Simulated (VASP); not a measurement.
# Al3SiNO (R3m) in VASP: notebook

Runs on Al3SiNO. Level: PBE. Tasks: single point, relaxation of cell and atoms.

All numbers are computed with VASP 6.6.1; they aren't measurements. Logs are shortened: lines on timing, memory, paths and dates and some standing lists are left out, and cuts for length are marked.

### Step 1. The cell of the first run

Symmetry: R3m, No. 160, trigonal system. The conventional cell has a = 5.333 Å, b = 5.333 Å, c = 8.811 Å, α = 90.00°, β = 90.00°, γ = 120.00°. Within 2.5 Å of Al (site symmetry m) lie 1 O at 1.92 Å and 2 N at 2.09 to 2.16 Å. Si (site symmetry 3m) has 1 O at 1.89 Å within 2.5 Å. Within 2.8 Å of N (site symmetry 3m) lie 6 Al at 2.09 to 2.16 Å and 1 O at 2.48 Å. O (site symmetry 3m) has 1 Si at 1.89 Å and 3 Al at 1.92 Å and 1 N at 2.48 Å within 2.5 Å.

The cell was generated, and may not be a known phase.

### Step 2. Single point, PBE

The input, INCAR:

```
SYSTEM = Al3SiNO
ALGO = Normal
EDIFF = 1E-6
ENCUT = 520
GGA = PE
ISIF = 2
ISMEAR = 0
LASPH = .TRUE.
LCHARG = .TRUE.
LELF = .TRUE.
LREAL = .FALSE.
LVHAR = .TRUE.
LWAVE = .FALSE.
NBANDS = 21
NELM = 60
PREC = Accurate
SIGMA = 0.1
```

The input, KPOINTS:

```
k-points
0
G
  6 6 6
  0 0 0
```

The input, POSCAR:

```
Al3SiNO
1.0
    2.6662993359      1.5393886393      2.9371377960
   -2.6662993359      1.5393886393      2.9371377960
    0.0000000000     -3.0787772786      2.9371377960
Al Si N O
3 1 1 1
Direct
    0.1642997347      0.6538483061      0.6538483061
    0.6538483061      0.1642997347      0.6538483061
    0.6538483061      0.6538483061      0.1642997347
    0.1625023098      0.1625023098      0.1625023098
    0.6669829144      0.6669829144      0.6669829144
    0.9485180490      0.9485180490      0.9485180490
```

Potentials or basis: VASP PAW PBE potentials, release 64 (Al, Si, N, O).

Run with:

```sh
> cat potpaw_PBE.64/Al/POTCAR potpaw_PBE.64/Si/POTCAR potpaw_PBE.64/N/POTCAR potpaw_PBE.64/O/POTCAR > POTCAR
> mpirun -np 1 vasp_std > vasp.out
```

OUTCAR:

```text
SYSTEM = Al3SiNO
   EDIFF = 1E-6
   ENCUT = 520
   GGA = PE
   ISIF = 2
   ISMEAR = 0
   LASPH = .TRUE.
   LREAL = .FALSE.
   NELM = 60
   PREC = Accurate

 ion  position               nearest neighbor table
   1  0.164  0.654  0.654-   6 1.92   5 2.09   5 2.16   3 2.61   2 2.61   4 2.67   4 2.67   3 2.72
                             2 2.72   2 3.32   2 3.32   3 3.32   3 3.32
   2  0.654  0.164  0.654-   6 1.92   5 2.09   5 2.16   3 2.61   1 2.61   4 2.67   4 2.67   3 2.72
                             1 2.72   1 3.32   1 3.32   3 3.32   3 3.32
   3  0.654  0.654  0.164-   6 1.92   5 2.09   5 2.16   1 2.61   2 2.61   4 2.67   4 2.67   2 2.72
                             1 2.72   1 3.32   2 3.32   2 3.32   1 3.32
   4  0.163  0.163  0.163-   6 1.89   1 2.67   2 2.67   1 2.67   2 2.67   3 2.67   3 2.67
   5  0.667  0.667  0.667-   3 2.09   2 2.09   1 2.09   3 2.16   2 2.16   1 2.16
   6  0.949  0.949  0.949-   4 1.89   3 1.92   1 1.92   2 1.92

  LATTYP: Found a trigonal (rhomboedric) cell.
 ALAT       =     4.2550732031
 COS(alpha) =     0.2147033718

  Lattice vectors:

 A1 = (   2.6662993359,   1.5393886393,   2.9371377960)
 A2 = (  -2.6662993359,   1.5393886393,   2.9371377960)
 A3 = (   0.0000000000,  -3.0787772786,   2.9371377960)

Analysis of symmetry for initial positions (statically):
=====================================================================
 Subroutine PRICEL returns:
 Original cell was already a primitive cell.

 Routine SETGRP: Setting up the symmetry group for a
 trigonal (rhombohedral) supercell.

 Subroutine GETGRP returns: Found  6 space group operations
 (whereof  6 operations were pure point group operations)
 out of a pool of 12 trial point group operations.

The static configuration has the point symmetry C_3v.

Analysis of symmetry for dynamics (positions and initial velocities):
=====================================================================
 Subroutine PRICEL returns:
 Original cell was already a primitive cell.

 Routine SETGRP: Setting up the symmetry group for a
 trigonal (rhombohedral) supercell.

 Subroutine GETGRP returns: Found  6 space group operations
 (whereof  6 operations were pure point group operations)
 out of a pool of 12 trial point group operations.

The dynamic configuration has the point symmetry C_3v.

 Subroutine INISYM returns: Found  6 space group operations
 (whereof  6 operations are pure point group operations),
 and found     1 'primitive' translations

----------------------------------------------------------------------------------------

                                     Primitive cell

[... 98 lines left out ...]
   EDIFF  = 0.1E-05   stopping-criterion for ELM
   LREAL  =      F    real-space projection
   EDIFFG = 0.1E-04   stopping-criterion for IOM
   NSW    =      0    number of steps for IOM
   IBRION =     -1    ionic relax: 0-MD 1-quasi-New 2-CG
   NFREE  =      0    steps in history (QN), initial steepest desc. (CG)
   ISIF   =      2    stress and relaxation
   ISYM   =      2    0-nonsym 1-usesym 2-fastsym
   POTIM  = 0.5000    time-step for ionic-motion
   TEBEG  =    0.0;   TEEND  =   0.0 temperature during run
   PSTRESS=    0.0 pullay stress
   NELECT =      24.0000    total number of electrons
   NUPDOWN=      -1.0000    fix difference up-down
   EMIN   =  10.00;   EMAX   =-10.00  energy-range for DOS
   EFERMI =   0.00;   METHOD = LEGACY
   ISMEAR =     0;   SIGMA  =   0.10  broadening in eV -4-tet -1-fermi 0-gaus
   EFERMI_NEDOS =   21; number of points for ismear=-14 and -15
   IALGO  =     38    algorithm
   IMIX   =      4    mixing-type and parameters
     AMIX     =   0.40;   BMIX     =  1.00
     AMIX_MAG =   1.60;   BMIX_MAG =  1.00
  volume/ion in A,a.u.               =      12.06        81.35
  Fermi-wavevector in a.u.,A,eV,Ry     =   1.133359  2.141739 17.476732  1.284504
  Thomas-Fermi vector in A             =   2.270062
   LORBIT       =      0    0 simple, 1 ext, 2 COOP (PROOUT), +10 PAW based schemes
   GGA     = PE    functional components
   LHFCALC =     F    Hartree Fock is set to
   AEXX    =    0.0000 exact exchange contribution
   IVDW    =     0    specifies the selected vdW correction
   LEPSILON=     F    determine dielectric tensor
   LRPA    =     F    only Hartree local field effects (RPA)
 non-spin polarized calculation
 Gauss-broadening in eV      SIGMA  =   0.10
  energy-cutoff  :      520.00
  volume of cell :       72.33
 maximum number of plane-waves:      1968
   NGX = 15   NGY = 15   NGZ = 15

 number of electron      23.9999998 magnetization

 Free energy of the ion-electron system (eV)
  ---------------------------------------------------
  ext. energy  EPLUGINS =         0.00000000
  ---------------------------------------------------
  free energy    TOTEN  =       -34.21472980 eV

  energy without entropy =      -34.21413950  energy(sigma->0) =      -34.21443465

 E-fermi :   9.0885     XC(G=0): -10.9065

 val. band max:        8.8457137614   @ k =   0.5000  -0.0000   0.0000
 cond. band min:       9.0927138304   @ k =   0.0000   0.0000   0.0000
 fundamental gap:      0.2470000690
 Fermi energy:         9.0884559460

 k-point     1 :       0.0000    0.0000    0.0000
  band No.  band energies     occupation
      1     -12.4338      2.00000
      2      -6.8096      2.00000
      3      -0.6933      2.00000
      4       1.7160      2.00000
      5       1.7806      2.00000
      6       1.7806      2.00000
[... 565 lines left out ...]
     20      16.5492      0.00000
     21      17.0040      0.00000

 [... further k-points ...]
[... 5 lines left out ...]
  --------------------------------------------------------------------------------------
  -------------------------------------------------------------------------------------
  Total       -0.0645115     -0.0645115     -0.0243672      0.0000000      0.0000000     -0.0000000
  in kB       -1.4289439     -1.4289439     -0.5397375      0.0000000      0.0000000     -0.0000000
  external PRESSURE =      -1.1325418 kB  Pullay stress =       0.0000000 kB

 VOLUME and BASIS-vectors are now :
 -----------------------------------------------------------------------------
  energy-cutoff  :      520.00
  volume of cell :       72.33
      direct lattice vectors                 reciprocal lattice vectors
     2.666299336  1.539388639  2.937137796     0.187525832  0.108268089  0.113489171
    -2.666299336  1.539388639  2.937137796    -0.187525832  0.108268089  0.113489171
     0.000000000 -3.078777279  2.937137796     0.000000000 -0.216536179  0.113489171

 POSITION                                       TOTAL-FORCE (eV/Angst)
 -----------------------------------------------------------------------------------
     -1.30528     -0.75361      4.32346         0.003073      0.001774     -0.003904
      1.30528     -0.75361      4.32346        -0.003073      0.001774     -0.003904
      0.00000      1.50721      4.32346        -0.000000     -0.003548     -0.003904
      0.00000      0.00000      1.43188        -0.000000      0.000000      0.001886
      0.00000      0.00000      5.87706        -0.000000      0.000000     -0.000346
      0.00000      0.00000      8.35778        -0.000000     -0.000000      0.010173
 -----------------------------------------------------------------------------------
    total drift:                               -0.000000      0.000001      0.000333

  FREE ENERGIE OF THE ION-ELECTRON SYSTEM (eV)
  ---------------------------------------------------
  free  energy   TOTEN  =       -34.2147297965 eV

  energy  without entropy=      -34.2141394963  energy(sigma->0) =      -34.21443465
```

OSZICAR:

```text
N       E                     dE             d eps       ncg     rms          rms(c)
DAV:   1     0.608355758931E+02    0.60836E+02   -0.10358E+04  1344   0.988E+02
DAV:   2    -0.319790543749E+02   -0.92815E+02   -0.89157E+02  1713   0.184E+02
DAV:   3    -0.374430379165E+02   -0.54640E+01   -0.54339E+01  1706   0.443E+01
DAV:   4    -0.374865032043E+02   -0.43465E-01   -0.43452E-01  1639   0.453E+00
DAV:   5    -0.374870004729E+02   -0.49727E-03   -0.49726E-03  1742   0.491E-01    0.112E+01
DAV:   6    -0.342621107408E+02    0.32249E+01   -0.14053E+01  1702   0.257E+01    0.530E+00
DAV:   7    -0.342509508296E+02    0.11160E-01   -0.12066E+00  1544   0.724E+00    0.269E+00
DAV:   8    -0.342241519657E+02    0.26799E-01   -0.20833E-01  1659   0.280E+00    0.906E-01
DAV:   9    -0.342146059008E+02    0.95461E-02   -0.45976E-02  1770   0.133E+00    0.283E-01
DAV:  10    -0.342146537038E+02   -0.47803E-04   -0.52208E-03  1594   0.485E-01    0.183E-01
DAV:  11    -0.342147825760E+02   -0.12887E-03   -0.13179E-03  1630   0.219E-01    0.723E-02
DAV:  12    -0.342147252261E+02    0.57350E-04   -0.24555E-04  1781   0.103E-01    0.306E-02
DAV:  13    -0.342147317219E+02   -0.64958E-05   -0.56428E-05  1634   0.447E-02    0.118E-02
DAV:  14    -0.342147299221E+02    0.17998E-05   -0.30382E-06  1523   0.140E-02    0.477E-03
DAV:  15    -0.342147297965E+02    0.12560E-06   -0.25556E-06  1381   0.924E-03
   1 F= -.34214730E+02 E0= -.34214435E+02  d E =-.590300E-03
```

stdout:

```text
POSCAR found type information on POSCAR AlSiN O
 POSCAR found :  4 types and       6 ions
 scaLAPACK will be used
 LDA part: xc-table for (Slater+PW92), standard interpolation
 POSCAR, INCAR and KPOINTS ok, starting setup
 FFT: planning ... GRIDC
 FFT: planning ... GRID_SOFT
 FFT: planning ... GRID
 WAVECAR not read
 entering main loop
```

Run time: 60 s. Hardware: 1 thread of Intel Xeon 8259CL, shared host; peak memory 0.2 GiB.

What came out:

```yaml
Free_energy: -34.2147 eV
Pressure: -0.1 GPa
Largest_force: 0.010 eV/Å
Band_gap_on_the_k_mesh: zero (filled and empty bands touch)
```

Forces in eV/Å, atoms in the order of the input:
```
Al   0.003  0.002 -0.004
Al  -0.003  0.002 -0.004
Al   0.000 -0.004 -0.004
Si   0.000  0.000  0.002
N    0.000  0.000  0.000
O    0.000  0.000  0.010
```

Levels at points of the mesh, in eV from the Fermi level:
```
           k point  band 8  band 9  band 10  band 11  band 12  band 13  band 14  band 15  band 16  band 17
(0.00, 0.00, 0.00)   -5.99   -5.76    -1.78    -1.78     0.00     0.00     0.12     2.20     3.41     3.41
(0.50, 0.00, 0.00)   -5.22   -3.83    -3.71    -3.69    -0.24     0.88     2.09     3.61     4.24     5.19
(0.50, 0.50, 0.00)   -4.70   -4.60    -2.17    -1.58    -1.19     1.11     1.55     2.23     4.47     4.73
(0.50, 0.50, 0.50)   -5.97   -5.23    -2.81    -2.53    -2.53     2.86     2.86     3.13     5.66     6.99
```

Caveat: semilocal functionals underestimate gaps, and a narrow one can read as zero.

### Step 3. Single point, PBE

This run uses another cell than the first one, of 14.76 Å³/atom.

The input, INCAR:

```
PREC = Accurate
ENCUT = 520
EDIFF = 1E-6
ISMEAR = 0
SIGMA = 0.1
LREAL = False
LASPH = True
NELM = 80
ALGO = Normal
ISIF = 2
LWAVE = False
LCHARG = False
GGA = PE
NBANDS = 21
```

The input, KPOINTS:

```
Automatic mesh
0
Gamma
  6 6 6
```

The input, POSCAR:

```
Al3SiNO
1.0
    2.5040173300      1.4456950800      4.0763162300
   -2.5040173300      1.4456950800      4.0763162300
    0.0000000000     -2.8913901600      4.0763162300
Al Si N O
3 1 1 1
Direct
    0.1253439900      0.6249679900      0.6249679900
    0.6249679900      0.1253439900      0.6249679900
    0.6249679900      0.6249679900      0.1253439900
    0.2501820000      0.2501820000      0.2501820000
    0.6248746500      0.6248746500      0.6248746500
    0.9996630000      0.9996630000      0.9996630000
```

Potentials or basis: VASP PAW PBE potentials, release 64 (Al, Si, N, O).

Run with:

```sh
> cat potpaw_PBE.64/Al/POTCAR potpaw_PBE.64/Si/POTCAR potpaw_PBE.64/N/POTCAR potpaw_PBE.64/O/POTCAR > POTCAR
> mpirun -np 1 vasp_std > vasp.out
```

OUTCAR:

```text
PREC = Accurate
   ENCUT = 520
   EDIFF = 1E-6
   ISMEAR = 0
   LREAL = False
   LASPH = True
   NELM = 80
   ISIF = 2
   GGA = PE

 ion  position               nearest neighbor table
   1  0.125  0.625  0.625-   5 2.50   5 2.50   2 2.50   3 2.50   2 2.51   3 2.51   4 2.93   4 2.93
                             4 2.93
   2  0.625  0.125  0.625-   5 2.50   5 2.50   1 2.50   3 2.50   1 2.51   3 2.51   4 2.93   4 2.93
                             4 2.93
   3  0.625  0.625  0.125-   5 2.50   5 2.50   1 2.50   2 2.50   1 2.51   2 2.51   4 2.93   4 2.93
                             4 2.93
   4  0.250  0.250  0.250-   1 2.93   2 2.93   3 2.93   3 2.93   3 2.93   2 2.93   1 2.93   1 2.93
                             2 2.93
   5  0.625  0.625  0.625-   1 2.50   2 2.50   3 2.50   2 2.50   1 2.50   3 2.50
   6  1.000  1.000  1.000-

  LATTYP: Found a trigonal (rhomboedric) cell.
 ALAT       =     4.9976485531
 COS(alpha) =     0.4979196418

  Lattice vectors:

 A1 = (   2.5040173300,   1.4456950800,   4.0763162300)
 A2 = (  -2.5040173300,   1.4456950800,   4.0763162300)
 A3 = (   0.0000000000,  -2.8913901600,   4.0763162300)

[... 187 lines left out ...]
 fundamental gap:      0.0453517740
 Fermi energy:         5.8204044104

 k-point     1 :       0.0000    0.0000    0.0000
  band No.  band energies     occupation
      1     -10.3873      2.00000
      2      -7.4183      2.00000
      3      -2.5351      2.00000
      4       1.0300      2.00000
      5       2.3027      2.00000
      6       2.4500      2.00000
[... 565 lines left out ...]
     20      11.9132      0.00000
     21      12.4852      0.00000

 [... further k-points ...]

------------------------ aborting loop because EDIFF is reached ----------------------------------------

  FORCE on cell =-STRESS in cart. coord.  units (eV):
  Direction    XX          YY          ZZ          XY          YZ          ZX
  --------------------------------------------------------------------------------------
  -------------------------------------------------------------------------------------
  Total        0.8373650      0.8373650    -16.0898068      0.0000000      0.0000000      0.0000000
  in kB       15.1527777     15.1527777   -291.1576872      0.0000000      0.0000000      0.0000000
  external PRESSURE =     -86.9507106 kB  Pullay stress =       0.0000000 kB

 VOLUME and BASIS-vectors are now :
 -----------------------------------------------------------------------------
  energy-cutoff  :      520.00
  volume of cell :       88.54
      direct lattice vectors                 reciprocal lattice vectors
     2.504017330  1.445695080  4.076316230     0.199679129  0.115284799  0.081773178
    -2.504017330  1.445695080  4.076316230    -0.199679129  0.115284799  0.081773178
     0.000000000 -2.891390160  4.076316230     0.000000000 -0.230569598  0.081773178

 POSITION                                       TOTAL-FORCE (eV/Angst)
 -----------------------------------------------------------------------------------
     -1.25107     -0.72230      5.60608        -0.446907     -0.258022      0.095191
      1.25107     -0.72230      5.60608         0.446907     -0.258022      0.095191
      0.00000      1.44461      5.60608         0.000000      0.516044      0.095191
      0.00000      0.00000      3.05946         0.000000      0.000000     -0.677450
      0.00000      0.00000      7.64156         0.000000     -0.000000     -0.084990
      0.00000      0.00000     12.22483         0.000000      0.000000      0.476869
 -----------------------------------------------------------------------------------
    total drift:                               -0.000000     -0.000000      0.000357

  FREE ENERGIE OF THE ION-ELECTRON SYSTEM (eV)
  ---------------------------------------------------
  free  energy   TOTEN  =       -25.6199284401 eV

  energy  without entropy=      -25.6082671007  energy(sigma->0) =      -25.61409777
```

stdout:

```text
POSCAR found type information on POSCAR AlSiN O
 POSCAR found :  4 types and       6 ions
 scaLAPACK will be used
 LDA part: xc-table for (Slater+PW92), standard interpolation
 POSCAR, INCAR and KPOINTS ok, starting setup
 FFT: planning ... GRIDC
 FFT: planning ... GRID_SOFT
 FFT: planning ... GRID
 WAVECAR not read
 entering main loop
```

It took 1.9 min on 1 thread of Intel Xeon 8259CL, shared host; peak memory 0.26 GiB.

Results:

```yaml
Free_energy: -25.6199 eV
Pressure: -8.7 GPa
Largest_force: 0.677 eV/Å
Band_gap_on_the_k_mesh: zero (bands 12 and 13 overlap by 1.14 eV)
```

Forces in eV/Å, atoms in the order of the input:
```
Al  -0.447 -0.258  0.095
Al   0.447 -0.258  0.095
Al   0.000  0.516  0.095
Si   0.000  0.000 -0.677
N    0.000  0.000 -0.085
O    0.000  0.000  0.477
```

Caveat: the stress differs along the axes, from -29 to 2 GPa.

[end of part 1 of 2]

The gap in the log of VASP goes by the Fermi energy; the results here count the filled bands.